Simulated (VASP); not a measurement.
Write the native input for VASP 6.6.1 that does the following.

* Task: single point
* Functional: PBE
* Potentials or basis: VASP PAW PBE potentials, release 64 (Ag, Cl)
* Cutoff: 520 eV
* k mesh: 12 × 12 × 4
* Occupations: fermi-dirac, width 0.02 eV
* Spin: no spin polarisation
* Dipole correction: no
* Further INCAR settings: ALGO = Normal; EDIFF = 1e-06; NBANDS = 26

The structure of AgCl lies in POSCAR:

```
AgCl
1.0
    4.0048623722      0.0000000000      0.0000000000
   -2.0024311861      3.4683125530      0.0000000000
    0.0000000000      0.0000000000      6.2010354220
Ag Cl
2 2
Direct
    0.0000000000      0.0000000000      0.0000000000
    0.0000000000      0.0000000000      0.5000000000
    0.3333333333      0.6666666667      0.2500000000
    0.6666666667      0.3333333333      0.7500000000
```

These files were run (other wordings do the same):

INCAR

```
SYSTEM = AgCl
ALGO = Normal ; EDIFF = 1E-6
ENCUT = 520 ; GGA = PE
ISIF = 2 ; ISMEAR = -1
LASPH = .TRUE. ; LCHARG = .FALSE.
LREAL = .FALSE. ; LWAVE = .FALSE.
NBANDS = 26 ; NELM = 100
PREC = Accurate ; SIGMA = 0.02
```

KPOINTS

```
k-points
0
G
  12 12 4
  0 0 0
```

Potentials or basis: VASP PAW PBE potentials, release 64 (Ag, Cl).

Run with:

```bash
$ cat potpaw_PBE.64/Ag/POTCAR potpaw_PBE.64/Cl/POTCAR > POTCAR
$ mpirun -np 1 vasp_std > vasp.out
```

Results of the run:

```
Pressure               : 1.5 GPa
Band gap on the k mesh : 0.91 eV, direct
```

Wall time 110 s on 1 thread of Intel(R) Xeon(R) Platinum 8259CL CPU @ 2.50GHz (Skylake/Cascade Lake) (shared host), peak memory 0.26 GiB.
